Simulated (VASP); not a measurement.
# GaP (ha.eA) (F-43m) in VASP: single point with PBE

Aim: the single point of GaP (ha.eA) with PBE.

All numbers are computed with VASP 6.6.1; they aren't measurements. Logs are shortened: lines on timing, memory, paths and dates and some standing lists are left out, and cuts for length are marked.

### 1 The cell of the first run

The structure is cubic, space group F-43m (No. 216). Conventional cell: a = 5.507 Å, b = 5.507 Å, c = 5.507 Å, α = 90.00°, β = 90.00°, γ = 90.00°. Ga (site symmetry -43m) has 4 P at 2.38 Å within 3.1 Å. P (site symmetry -43m) has 4 Ga at 2.38 Å within 3.1 Å.

### 2 Single point, PBE

Input file INCAR:

```
  PREC = Accurate
  ENCUT = 500
  EDIFF = 1E-6
  ISMEAR = 0
  SIGMA = 0.02
  LREAL = F
  LASPH = T
  NELM = 120
  ALGO = Normal
  ISIF = 2
  LWAVE = F
  LCHARG = F
  GGA = PE
  NBANDS = 26
  GGA_COMPAT = F
```

Input file KPOINTS:

```
regular mesh
0
Gamma
  8 6 8
```

Input file POSCAR:

```
GaP
1.0
    3.8937583268      0.0000000000      0.0000000000
    0.0000000000      5.5066058195      0.0000000000
    0.0000000000      0.0000000000      3.8937583268
Ga P
2 2
Direct
    0.0000000000      0.0000000000      0.0000000000
    0.5000000000      0.5000000000      0.4999921000
    0.5000000000      0.2500000000      0.0000000000
    0.0000000000      0.7500000000      0.4999921000
```

Potentials or basis: VASP PAW PBE potentials, release 64 (Ga_d, P).

Started as:

```bash
$ cat potpaw_PBE.64/Ga_d/POTCAR potpaw_PBE.64/P/POTCAR > POTCAR
$ mpirun -np 1 vasp_std > vasp.out
```

OUTCAR:

```text
PREC = Accurate
   ENCUT = 500
   EDIFF = 1E-6
   ISMEAR = 0
   LREAL = F
   LASPH = T
   NELM = 120
   ISIF = 2
   GGA = PE

 ion  position               nearest neighbor table
   1  0.000  0.000  0.000-   4 2.38   3 2.38   3 2.38   4 2.38
   2  0.500  0.500  0.500-   3 2.38   4 2.38   4 2.38   3 2.38
   3  0.500  0.250  0.000-   2 2.38   1 2.38   1 2.38   2 2.38
   4  0.000  0.750  0.500-   1 2.38   2 2.38   2 2.38   1 2.38

  LATTYP: Found a simple tetragonal cell.
 ALAT       =     3.8937583268
 C/A-ratio  =     1.4142135586

  Lattice vectors:

 A1 = (  -3.8937583268,   0.0000000000,   0.0000000000)
 A2 = (   0.0000000000,   0.0000000000,   3.8937583268)
 A3 = (   0.0000000000,   5.5066058195,   0.0000000000)

Analysis of symmetry for initial positions (statically):
=====================================================================
 Subroutine PRICEL returns:
 Original cell was already a primitive cell.

 Routine SETGRP: Setting up the symmetry group for a
 simple tetragonal supercell.

 Subroutine GETGRP returns: Found  8 space group operations
 (whereof  6 operations were pure point group operations)
 out of a pool of 16 trial point group operations.

The static configuration has the point symmetry C_3h.
 The point group associated with its full space group is D_2d.

Analysis of symmetry for dynamics (positions and initial velocities):
=====================================================================
 Subroutine PRICEL returns:
 Original cell was already a primitive cell.

 Routine SETGRP: Setting up the symmetry group for a
 simple tetragonal supercell.

 Subroutine GETGRP returns: Found  8 space group operations
 (whereof  6 operations were pure point group operations)
 out of a pool of 16 trial point group operations.

The dynamic configuration has the point symmetry C_3h.
 The point group associated with its full space group is D_2d.

 Subroutine INISYM returns: Found  8 space group operations
 (whereof  6 operations are pure point group operations),
 and found     1 'primitive' translations

----------------------------------------------------------------------------------------

                                     Primitive cell

  volume of cell :      83.4876

  direct lattice vectors                    reciprocal lattice vectors
     3.893758327  0.000000000  0.000000000     0.256821281  0.000000000  0.000000000
     0.000000000  5.506605819  0.000000000     0.000000000  0.181600070  0.000000000
     0.000000000  0.000000000  3.893758327     0.000000000  0.000000000  0.256821281

  length of vectors
     3.893758327  5.506605819  3.893758327     0.256821281  0.181600070  0.256821281

  position of ions in fractional coordinates (direct lattice)
     0.000000000  0.000000000  0.000000000
     0.500000000  0.500000000  0.499992100
     0.500000000  0.250000000  0.000000000
     0.000000000  0.750000000  0.499992100

  ion indices of the primitive-cell ions
   primitive index   ion index
                 1           1
                 2           2
                 3           3
                 4           4

----------------------------------------------------------------------------------------

 KPOINTS: regular mesh

Automatic generation of k-mesh.
 Grid dimensions read from file:
 generate k-points for:    8    6    8

 Generating k-lattice:

  Cartesian coordinates                     Fractional coordinates (reciprocal lattice)
     0.032102660  0.000000000  0.000000000     0.125000000  0.000000000  0.000000000
     0.000000000  0.030266678  0.000000000     0.000000000  0.166666667  0.000000000
     0.000000000  0.000000000  0.032102660     0.000000000  0.000000000  0.125000000

  Length of vectors
     0.032102660  0.030266678  0.032102660

  Shift w.r.t. Gamma in fractional coordinates (k-lattice)
     0.000000000  0.000000000  0.000000000

 Subroutine IBZKPT returns following result:
 ===========================================

 Found     60 irreducible k-points:

 Following reciprocal coordinates:
            Coordinates               Weight
  0.000000  0.000000  0.000000      1.000000
  0.125000  0.000000  0.000000      4.000000
  0.250000  0.000000  0.000000      4.000000
  0.375000  0.000000  0.000000      4.000000
  0.500000  0.000000  0.000000      2.000000
  0.000000  0.166667  0.000000      2.000000
[... 16 lines left out ...]
  0.375000  0.000000  0.125000      8.000000
  0.500000  0.000000  0.125000      4.000000
 [... further k-points ...]
   k-points           NKPTS =     60   k-points in BZ     NKDIM =     60   number of bands    NBANDS=     26
   number of dos      NEDOS =    301   number of ions     NIONS =      4
   total plane-waves  NPLWV =  31360
   dimension x,y,z NGX =    28 NGY =   40 NGZ =   28
   dimension x,y,z NGXF=    56 NGYF=   80 NGZF=   56
   ions per type =               2   2
   NGX,Y,Z   is equivalent  to a cutoff of  11.95, 12.08, 11.95 a.u.
   NGXF,Y,Z  is equivalent  to a cutoff of  23.91, 24.15, 23.91 a.u.
 SYSTEM =  unknown system
   PREC   = accura    normal or accurate (medium, high low for compatibility)
   ISTART =      0    job   : 0-new  1-cont  2-samecut
   ICHARG =      2    charge: 1-file 2-atom 10-const
   ISPIN  =      1    spin polarized calculation?
   LNONCOLLINEAR =      F non collinear calculations
   LSORBIT =      F    spin-orbit coupling
   LASPH  =      T    aspherical Exc in radial PAW
   ENCUT  =  500.0 eV  36.75 Ry    6.06 a.u.   7.10 10.04  7.10*2*pi/ulx,y,z
   NELM   =    120;   NELMIN=  2; NELMDL= -5     # of ELM steps
   EDIFF  = 0.1E-05   stopping-criterion for ELM
   LREAL  =      F    real-space projection
   EDIFFG = 0.1E-04   stopping-criterion for IOM
   NSW    =      0    number of steps for IOM
   IBRION =     -1    ionic relax: 0-MD 1-quasi-New 2-CG
   NFREE  =      0    steps in history (QN), initial steepest desc. (CG)
   ISIF   =      2    stress and relaxation
   ISYM   =      2    0-nonsym 1-usesym 2-fastsym
   POTIM  = 0.5000    time-step for ionic-motion
   TEBEG  =    0.0;   TEEND  =   0.0 temperature during run
   PSTRESS=    0.0 pullay stress
   NELECT =      36.0000    total number of electrons
   NUPDOWN=      -1.0000    fix difference up-down
   EMIN   =  10.00;   EMAX   =-10.00  energy-range for DOS
   EFERMI =   0.00;   METHOD = LEGACY
   ISMEAR =     0;   SIGMA  =   0.02  broadening in eV -4-tet -1-fermi 0-gaus
   EFERMI_NEDOS =   21; number of points for ismear=-14 and -15
   IALGO  =     38    algorithm
   IMIX   =      4    mixing-type and parameters
     AMIX     =   0.40;   BMIX     =  1.00
     AMIX_MAG =   1.60;   BMIX_MAG =  1.00
  volume/ion in A,a.u.               =      20.87       140.85
  Fermi-wavevector in a.u.,A,eV,Ry     =   1.236806  2.337225 20.812692  1.529690
  Thomas-Fermi vector in A             =   2.371400
   LORBIT       =      0    0 simple, 1 ext, 2 COOP (PROOUT), +10 PAW based schemes
   GGA     = PE    functional components
   LHFCALC =     F    Hartree Fock is set to
   AEXX    =    0.0000 exact exchange contribution
   IVDW    =     0    specifies the selected vdW correction
   LEPSILON=     F    determine dielectric tensor
   LRPA    =     F    only Hartree local field effects (RPA)
 non-spin polarized calculation
 Gauss-broadening in eV      SIGMA  =   0.02
  energy-cutoff  :      500.00
  volume of cell :       83.49
 maximum number of plane-waves:      2144
   NGX = 15   NGY = 21   NGZ = 15

 number of electron      35.9999975 magnetization

 Free energy of the ion-electron system (eV)
  ---------------------------------------------------
  ext. energy  EPLUGINS =         0.00000000
  ---------------------------------------------------
  free energy    TOTEN  =       -18.25417536 eV

  energy without entropy =      -18.25417536  energy(sigma->0) =      -18.25417536

 E-fermi :   4.4437     XC(G=0):  -9.6940

 val. band max:        4.3428439982   @ k =   0.0000   0.0000   0.0000
 cond. band min:       5.9163325213   @ k =   0.0000   0.0000   0.0000
 fundamental gap:      1.5734885231
 Fermi energy:         4.4436990336

 k-point     1 :       0.0000    0.0000    0.0000
  band No.  band energies     occupation
      1     -10.2643      2.00000
      2     -10.1585      2.00000
      3     -10.1585      2.00000
      4     -10.1584      2.00000
      5     -10.0997      2.00000
      6     -10.0997      2.00000
[... 18 lines left out ...]
     25      13.0188      0.00000
     26      14.0877      0.00000

 k-point     2 :       0.1250    0.0000    0.0000
  band No.  band energies     occupation
      1     -10.2599      2.00000
      2     -10.1670      2.00000
      3     -10.1561      2.00000
      4     -10.1544      2.00000
      5     -10.1062      2.00000
      6     -10.1018      2.00000
[... 18 lines left out ...]
     25      13.3724      0.00000
     26      13.6555      0.00000

 k-point     3 :       0.2500    0.0000    0.0000
  band No.  band energies     occupation
      1     -10.2496      2.00000
      2     -10.1873      2.00000
      3     -10.1494      2.00000
      4     -10.1455      2.00000
      5     -10.1169      2.00000
      6     -10.1078      2.00000
[... 18 lines left out ...]
     25      12.4894      0.00000
     26      12.5363      0.00000

 k-point     4 :       0.3750    0.0000    0.0000
  band No.  band energies     occupation
      1     -10.2382      2.00000
      2     -10.2090      2.00000
      3     -10.1395      2.00000
      4     -10.1375      2.00000
      5     -10.1263      2.00000
      6     -10.1171      2.00000
[... 18 lines left out ...]
     25      11.2040      0.00000
     26      11.6592      0.00000

 k-point     5 :       0.5000    0.0000    0.0000
  band No.  band energies     occupation
      1     -10.2259      2.00000
      2     -10.2259      2.00000
      3     -10.1321      2.00000
      4     -10.1321      2.00000
      5     -10.1282      2.00000
      6     -10.1281      2.00000
[... 18 lines left out ...]
     25      10.5348      0.00000
     26      10.5348      0.00000

 k-point     6 :       0.0000    0.1667    0.0000
  band No.  band energies     occupation
      1     -10.2586      2.00000
      2     -10.1676      2.00000
      3     -10.1547      2.00000
      4     -10.1547      2.00000
      5     -10.1038      2.00000
      6     -10.1038      2.00000
[... 427 lines left out ...]
 k-point    21 :       0.1250    0.0000    0.1250
  band No.  band energies     occupation
      1     -10.2561      2.00000
      2     -10.1781      2.00000
      3     -10.1502      2.00000
      4     -10.1501      2.00000
      5     -10.1111      2.00000
      6     -10.1034      2.00000
[... 18 lines left out ...]
     25      12.4519      0.00000
     26      12.7277      0.00000

 k-point    22 :       0.2500    0.0000    0.1250
  band No.  band energies     occupation
      1     -10.2480      2.00000
      2     -10.1981      2.00000
      3     -10.1420      2.00000
      4     -10.1406      2.00000
      5     -10.1209      2.00000
      6     -10.1056      2.00000
[... 18 lines left out ...]
     25      11.2410      0.00000
     26      11.6182      0.00000

 k-point    23 :       0.3750    0.0000    0.1250
  band No.  band energies     occupation
      1     -10.2402      2.00000
      2     -10.2178      2.00000
      3     -10.1343      2.00000
      4     -10.1308      2.00000
      5     -10.1273      2.00000
      6     -10.1119      2.00000
[... 18 lines left out ...]
     25      10.7941      0.00000
     26      12.3685      0.00000

 k-point    24 :       0.5000    0.0000    0.1250
  band No.  band energies     occupation
      1     -10.2317      2.00000
      2     -10.2317      2.00000
      3     -10.1303      2.00000
      4     -10.1302      2.00000
      5     -10.1209      2.00000
      6     -10.1209      2.00000
[... 18 lines left out ...]
     25      11.8468      0.00000
     26      11.8468      0.00000

 [... further k-points ...]
[... 5 lines left out ...]
  --------------------------------------------------------------------------------------
  -------------------------------------------------------------------------------------
  Total       -0.0269384     -0.0415155     -0.0269384      0.0000000      0.0000000      0.0000000
  in kB       -0.5169635     -0.7967071     -0.5169635      0.0000000      0.0000000      0.0000000
  external PRESSURE =      -0.6102113 kB  Pullay stress =       0.0000000 kB

 VOLUME and BASIS-vectors are now :
 -----------------------------------------------------------------------------
  energy-cutoff  :      500.00
  volume of cell :       83.49
      direct lattice vectors                 reciprocal lattice vectors
     3.893758327  0.000000000  0.000000000     0.256821281  0.000000000  0.000000000
     0.000000000  5.506605819  0.000000000     0.000000000  0.181600070  0.000000000
     0.000000000  0.000000000  3.893758327     0.000000000  0.000000000  0.256821281

 POSITION                                       TOTAL-FORCE (eV/Angst)
 -----------------------------------------------------------------------------------
      0.00000      0.00000      0.00000         0.000000     -0.000108     -0.003539
      1.94688      2.75330      1.94685         0.000000      0.000108      0.003539
      1.94688      1.37665      0.00000         0.000000      0.000588     -0.004055
      0.00000      4.12995      1.94685         0.000000     -0.000588      0.004055
 -----------------------------------------------------------------------------------
    total drift:                                0.000000      0.000003      0.014312

  FREE ENERGIE OF THE ION-ELECTRON SYSTEM (eV)
  ---------------------------------------------------
  free  energy   TOTEN  =       -18.2541753557 eV

  energy  without entropy=      -18.2541753557  energy(sigma->0) =      -18.25417536
```

It took 2.2 min on 1 thread of Intel Xeon 8259CL, shared host; peak memory 0.24 GiB.

Results:

```
Free energy            : -18.2542 eV
Pressure               : -0.1 GPa
Band gap on the k mesh : 1.57 eV
```

Levels at points of the mesh, in eV from the valence-band top:
```
           k point  band 15  band 16  band 17  band 18  band 19  band 20  band 21  band 22
(0.00, 0.00, 0.00)    -2.58     0.00     0.00     0.00     1.57     1.72     1.85     3.90
(0.50, 0.00, 0.00)    -3.26    -3.26    -1.15    -1.15     3.11     3.11     5.62     5.62
(0.00, 0.50, 0.00)    -1.61    -1.61    -1.61    -1.61     2.21     2.21     3.65     3.65
(0.50, 0.50, 0.00)    -1.07    -1.07    -1.07    -1.07     1.58     1.58     4.73     4.73
(0.50, 0.00, 0.50)    -2.58    -2.58    -2.58    -2.58     1.72     1.72     1.85     1.85
(0.50, 0.50, 0.50)    -3.43    -3.43    -3.27    -3.27     4.70     4.70     4.73     4.73
```

A k mesh can miss the band edges. PBE gaps usually lie below the measured ones, often by a third to a half.
